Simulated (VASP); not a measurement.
# AlN (P6_3mc) in VASP: single point with LDA

Aim: the single point of AlN with LDA.

Program: VASP 6.6.1. These are calculated values, not measurements. Logs are shortened: lines on timing, memory, paths and dates and some standing lists are left out, and cuts for length are marked.

## Step 1: The cell of the first run

It takes space group P6_3mc (No. 186, hexagonal). Conventional cell: a = 3.113 Å, b = 3.113 Å, c = 4.981 Å, α = 90.00°, β = 90.00°, γ = 120.00°. Within 2.5 Å of Al (site symmetry 3m) lie 4 N at 1.89 Å. Within 2.5 Å of N (site symmetry 3m) lie 4 Al at 1.89 Å.

## Step 2: Single point, LDA

The input, INCAR:

```
PREC = Accurate ; ENCUT = 600
EDIFF = 1E-6 ; ISMEAR = 0
SIGMA = 0.01 ; LREAL = False
LASPH = True ; NELM = 120
ALGO = Normal ; ISIF = 2
LWAVE = False ; LCHARG = False
GGA = CA ; NBANDS = 16
GGA_COMPAT = False
```

The input, KPOINTS:

```
Automatic mesh
0
Gamma
  8 8 4
```

The input, POSCAR:

```
AlN
1.0
    3.1130000000      0.0000000000      0.0000000000
   -1.5565000000      2.6959370820      0.0000000000
    0.0000000000      0.0000000000      4.9810000000
Al N
2 2
Direct
    0.3333333333      0.6666666667      0.0000000000
    0.6666666667      0.3333333333      0.5000000000
    0.3333333333      0.6666666667      0.3800000000
    0.6666666667      0.3333333333      0.8800000000
```

Potentials or basis: VASP PAW LDA potentials, release 64 (Al, N).

Started as:

```bash
cat potpaw_LDA.64/Al/POTCAR potpaw_LDA.64/N/POTCAR > POTCAR
mpirun -np 1 vasp_std > vasp.out
```

OUTCAR:

```text
PREC = Accurate
   ENCUT = 600
   EDIFF = 1E-6
   ISMEAR = 0
   LREAL = False
   LASPH = True
   NELM = 120
   ISIF = 2
   GGA = CA

 ion  position               nearest neighbor table
   1  0.333  0.667  0.000-   3 1.89   4 1.89   4 1.89   4 1.89   2 3.07   2 3.07   2 3.07   2 3.07
                             2 3.07   2 3.07
   2  0.667  0.333  0.500-   4 1.89   3 1.89   3 1.89   3 1.89   1 3.07   1 3.07   1 3.07   1 3.07
                             1 3.07   1 3.07
   3  0.333  0.667  0.380-   1 1.89   2 1.89   2 1.89   2 1.89
   4  0.667  0.333  0.880-   2 1.89   1 1.89   1 1.89   1 1.89

  LATTYP: Found a hexagonal cell.
 ALAT       =     3.1130000000
 C/A-ratio  =     1.6000642467

  Lattice vectors:

 A1 = (   3.1130000000,   0.0000000000,   0.0000000000)
 A2 = (  -1.5565000000,   2.6959370820,   0.0000000000)
 A3 = (   0.0000000000,   0.0000000000,   4.9810000000)

Analysis of symmetry for initial positions (statically):
=====================================================================
 Subroutine PRICEL returns:
 Original cell was already a primitive cell.

 Routine SETGRP: Setting up the symmetry group for a
 hexagonal supercell.

 Subroutine GETGRP returns: Found 12 space group operations
 (whereof  6 operations were pure point group operations)
 out of a pool of 24 trial point group operations.

The static configuration has the point symmetry C_3v.
 The point group associated with its full space group is C_6v.

Analysis of symmetry for dynamics (positions and initial velocities):
=====================================================================
 Subroutine PRICEL returns:
 Original cell was already a primitive cell.

 Routine SETGRP: Setting up the symmetry group for a
 hexagonal supercell.

 Subroutine GETGRP returns: Found 12 space group operations
 (whereof  6 operations were pure point group operations)
 out of a pool of 24 trial point group operations.

The dynamic configuration has the point symmetry C_3v.
 The point group associated with its full space group is C_6v.

 Subroutine INISYM returns: Found 12 space group operations
 (whereof  6 operations are pure point group operations),
 and found     1 'primitive' translations

----------------------------------------------------------------------------------------

                                     Primitive cell

  volume of cell :      41.8028

  direct lattice vectors                    reciprocal lattice vectors
     3.113000000  0.000000000  0.000000000     0.321233537  0.185464269  0.000000000
    -1.556500000  2.695937082  0.000000000     0.000000000  0.370928538  0.000000000
     0.000000000  0.000000000  4.981000000     0.000000000  0.000000000  0.200762899

  length of vectors
     3.113000000  3.113000000  4.981000000     0.370928538  0.370928538  0.200762899

  position of ions in fractional coordinates (direct lattice)
     0.333333333  0.666666667  0.000000000
     0.666666667  0.333333333  0.500000000
     0.333333333  0.666666667  0.380000000
     0.666666667  0.333333333  0.880000000

  ion indices of the primitive-cell ions
   primitive index   ion index
                 1           1
                 2           2
                 3           3
                 4           4

----------------------------------------------------------------------------------------

 KPOINTS: Automatic mesh

Automatic generation of k-mesh.
 Grid dimensions read from file:
 generate k-points for:    8    8    4

 Generating k-lattice:

  Cartesian coordinates                     Fractional coordinates (reciprocal lattice)
     0.040154192  0.023183034  0.000000000     0.125000000  0.000000000  0.000000000
     0.000000000  0.046366067  0.000000000     0.000000000  0.125000000  0.000000000
     0.000000000  0.000000000  0.050190725     0.000000000  0.000000000  0.250000000

  Length of vectors
     0.046366067  0.046366067  0.050190725

  Shift w.r.t. Gamma in fractional coordinates (k-lattice)
     0.000000000  0.000000000  0.000000000

 Subroutine IBZKPT returns following result:
 ===========================================

 Found     30 irreducible k-points:

 Following reciprocal coordinates:
            Coordinates               Weight
  0.000000  0.000000  0.000000      1.000000
  0.125000  0.000000  0.000000      6.000000
  0.250000  0.000000  0.000000      6.000000
  0.375000  0.000000  0.000000      6.000000
  0.500000  0.000000  0.000000      3.000000
  0.125000  0.125000  0.000000      6.000000
[... 16 lines left out ...]
  0.250000  0.000000  0.500000      6.000000
  0.375000  0.000000  0.500000      6.000000
 [... further k-points ...]
   k-points           NKPTS =     30   k-points in BZ     NKDIM =     30   number of bands    NBANDS=     16
   number of dos      NEDOS =    301   number of ions     NIONS =      4
   total plane-waves  NPLWV =  31360
   dimension x,y,z NGX =    28 NGY =   28 NGZ =   40
   dimension x,y,z NGXF=    56 NGYF=   56 NGZF=   80
   ions per type =               2   2
   NGX,Y,Z   is equivalent  to a cutoff of  14.95, 14.95, 13.35 a.u.
   NGXF,Y,Z  is equivalent  to a cutoff of  29.91, 29.91, 26.70 a.u.
 SYSTEM =  unknown system
   PREC   = accura    normal or accurate (medium, high low for compatibility)
   ISTART =      0    job   : 0-new  1-cont  2-samecut
   ICHARG =      2    charge: 1-file 2-atom 10-const
   ISPIN  =      1    spin polarized calculation?
   LNONCOLLINEAR =      F non collinear calculations
   LSORBIT =      F    spin-orbit coupling
   LASPH  =      T    aspherical Exc in radial PAW
   ENCUT  =  600.0 eV  44.10 Ry    6.64 a.u.   6.22  6.22  9.95*2*pi/ulx,y,z
   NELM   =    120;   NELMIN=  2; NELMDL= -5     # of ELM steps
   EDIFF  = 0.1E-05   stopping-criterion for ELM
   LREAL  =      F    real-space projection
   EDIFFG = 0.1E-04   stopping-criterion for IOM
   NSW    =      0    number of steps for IOM
   IBRION =     -1    ionic relax: 0-MD 1-quasi-New 2-CG
   NFREE  =      0    steps in history (QN), initial steepest desc. (CG)
   ISIF   =      2    stress and relaxation
   ISYM   =      2    0-nonsym 1-usesym 2-fastsym
   POTIM  = 0.5000    time-step for ionic-motion
   TEBEG  =    0.0;   TEEND  =   0.0 temperature during run
   PSTRESS=    0.0 pullay stress
   NELECT =      16.0000    total number of electrons
   NUPDOWN=      -1.0000    fix difference up-down
   EMIN   =  10.00;   EMAX   =-10.00  energy-range for DOS
   EFERMI =   0.00;   METHOD = LEGACY
   ISMEAR =     0;   SIGMA  =   0.01  broadening in eV -4-tet -1-fermi 0-gaus
   EFERMI_NEDOS =   21; number of points for ismear=-14 and -15
   IALGO  =     38    algorithm
   IMIX   =      4    mixing-type and parameters
     AMIX     =   0.40;   BMIX     =  1.00
     AMIX_MAG =   1.60;   BMIX_MAG =  1.00
  volume/ion in A,a.u.               =      10.45        70.52
  Fermi-wavevector in a.u.,A,eV,Ry     =   1.188629  2.246183 19.222843  1.412839
  Thomas-Fermi vector in A             =   2.324754
   LORBIT       =      0    0 simple, 1 ext, 2 COOP (PROOUT), +10 PAW based schemes
   GGA     = CA    functional components
   LHFCALC =     F    Hartree Fock is set to
   AEXX    =    0.0000 exact exchange contribution
   IVDW    =     0    specifies the selected vdW correction
   LEPSILON=     F    determine dielectric tensor
   LRPA    =     F    only Hartree local field effects (RPA)
 non-spin polarized calculation
 Gauss-broadening in eV      SIGMA  =   0.01
  energy-cutoff  :      600.00
  volume of cell :       41.80
 maximum number of plane-waves:      1412
 NGX is ok and might be reduce to    28
   NGX = 13   NGY = 13   NGZ = 19

 number of electron      16.0000000 magnetization

 Free energy of the ion-electron system (eV)
  ---------------------------------------------------
  ext. energy  EPLUGINS =         0.00000000
  ---------------------------------------------------
  free energy    TOTEN  =       -32.83086800 eV

  energy without entropy =      -32.83086800  energy(sigma->0) =      -32.83086800

 E-fermi :   5.9452     XC(G=0): -11.2417

 val. band max:        5.8573694043   @ k =   0.0000   0.0000   0.0000
 cond. band min:      10.1027904574   @ k =   0.0000   0.0000   0.0000
 fundamental gap:      4.2454210531
 Fermi energy:         5.9451568888

 k-point     1 :       0.0000    0.0000    0.0000
  band No.  band energies     occupation
      1      -9.1429      2.00000
      2      -6.9205      2.00000
      3      -0.1700      2.00000
      4       5.0217      2.00000
      5       5.0217      2.00000
      6       5.6786      2.00000
[... 8 lines left out ...]
     15      18.8043      0.00000
     16      18.8043      0.00000

 k-point     2 :       0.1250    0.0000    0.0000
  band No.  band energies     occupation
      1      -8.9413      2.00000
      2      -6.8072      2.00000
      3       0.0664      2.00000
      4       4.1426      2.00000
      5       4.7750      2.00000
      6       4.8590      2.00000
[... 8 lines left out ...]
     15      18.5436      0.00000
     16      18.7534      0.00000

 k-point     3 :       0.2500    0.0000    0.0000
  band No.  band energies     occupation
      1      -8.3772      2.00000
      2      -6.5388      2.00000
      3       0.7461      2.00000
      4       2.4061      2.00000
      5       3.4254      2.00000
      6       4.3044      2.00000
[... 8 lines left out ...]
     15      17.7947      0.00000
     16      18.9619      0.00000

 k-point     4 :       0.3750    0.0000    0.0000
  band No.  band energies     occupation
      1      -7.6085      2.00000
      2      -6.3459      2.00000
      3       0.9480      2.00000
      4       1.7431      2.00000
      5       2.2060      2.00000
      6       3.9217      2.00000
[... 8 lines left out ...]
     15      17.9936      0.00000
     16      20.5026      0.00000

 k-point     5 :       0.5000    0.0000    0.0000
  band No.  band energies     occupation
      1      -7.1148      2.00000
      2      -6.3943      2.00000
      3       0.3936      2.00000
      4       1.6937      2.00000
      5       2.4941      2.00000
      6       3.7795      2.00000
[... 8 lines left out ...]
     15      18.5469      0.00000
     16      20.7863      0.00000

 k-point     6 :       0.1250    0.1250    0.0000
  band No.  band energies     occupation
      1      -8.5575      2.00000
      2      -6.6148      2.00000
      3       0.5253      2.00000
      4       3.1989      2.00000
      5       3.3948      2.00000
      6       4.6318      2.00000
[... 8 lines left out ...]
     15      18.2533      0.00000
     16      18.9323      0.00000
[... 267 lines left out ...]
 k-point    21 :       0.0000    0.0000    0.5000
  band No.  band energies     occupation
      1      -8.2331      2.00000
      2      -8.2331      2.00000
      3       2.5395      2.00000
      4       2.5395      2.00000
      5       5.3404      2.00000
      6       5.3404      2.00000
[... 8 lines left out ...]
     15      17.1408      0.00000
     16      17.1408      0.00000

 k-point    22 :       0.1250    0.0000    0.5000
  band No.  band energies     occupation
      1      -8.0576      2.00000
      2      -8.0576      2.00000
      3       2.4693      2.00000
      4       2.4693      2.00000
      5       4.8087      2.00000
      6       4.8087      2.00000
[... 8 lines left out ...]
     15      17.5894      0.00000
     16      17.5894      0.00000

 k-point    23 :       0.2500    0.0000    0.5000
  band No.  band energies     occupation
      1      -7.5843      2.00000
      2      -7.5843      2.00000
      3       1.8494      2.00000
      4       1.8494      2.00000
      5       4.2602      2.00000
      6       4.2602      2.00000
[... 8 lines left out ...]
     15      18.4813      0.00000
     16      18.4813      0.00000

 k-point    24 :       0.3750    0.0000    0.5000
  band No.  band energies     occupation
      1      -7.0098      2.00000
      2      -7.0098      2.00000
      3       0.7551      2.00000
      4       0.7551      2.00000
      5       4.3670      2.00000
      6       4.3670      2.00000
[... 8 lines left out ...]
     15      18.8981      0.00000
     16      18.8981      0.00000

 [... further k-points ...]
[... 5 lines left out ...]
  --------------------------------------------------------------------------------------
  -------------------------------------------------------------------------------------
  Total       -1.2452540     -1.2452540     -0.7999959      0.0000000     -0.0000000      0.0000000
  in kB      -47.7268886    -47.7268886    -30.6614660      0.0000000     -0.0000000      0.0000000
  external PRESSURE =     -42.0384144 kB  Pullay stress =       0.0000000 kB

 VOLUME and BASIS-vectors are now :
 -----------------------------------------------------------------------------
  energy-cutoff  :      600.00
  volume of cell :       41.80
      direct lattice vectors                 reciprocal lattice vectors
     3.113000000  0.000000000  0.000000000     0.321233537  0.185464269  0.000000000
    -1.556500000  2.695937082  0.000000000     0.000000000  0.370928538  0.000000000
     0.000000000  0.000000000  4.981000000     0.000000000  0.000000000  0.200762899

 POSITION                                       TOTAL-FORCE (eV/Angst)
 -----------------------------------------------------------------------------------
     -0.00000      1.79729      0.00000        -0.000000      0.000000     -0.119397
      1.55650      0.89865      2.49050         0.000000     -0.000000     -0.119397
     -0.00000      1.79729      1.89278         0.000000     -0.000000      0.119397
      1.55650      0.89865      4.38328        -0.000000     -0.000000      0.119397
 -----------------------------------------------------------------------------------
    total drift:                               -0.000000      0.000000      0.000482

  FREE ENERGIE OF THE ION-ELECTRON SYSTEM (eV)
  ---------------------------------------------------
  free  energy   TOTEN  =       -32.8308679972 eV

  energy  without entropy=      -32.8308679972  energy(sigma->0) =      -32.83086800
```

It took 19 s on 1 thread of Intel Xeon Platinum 8259CL at 2.50GHz (Skylake/Cascade Lake), shared host; peak memory 0.15 GiB.

What came out:

```
Free energy            : -32.8309 eV
Pressure               : -4.2 GPa
Largest force          : 0.119 eV/Å
Band gap on the k mesh : 4.25 eV
```

Forces in eV/Å, atoms in the order of the input:
```
Al   0.000  0.000 -0.119
Al   0.000  0.000 -0.119
N    0.000  0.000  0.119
N    0.000  0.000  0.119
```

Caveat: the cell stands under tension. Expect the measured gap to be larger: semilocal functionals such as LDA lack the derivative discontinuity.
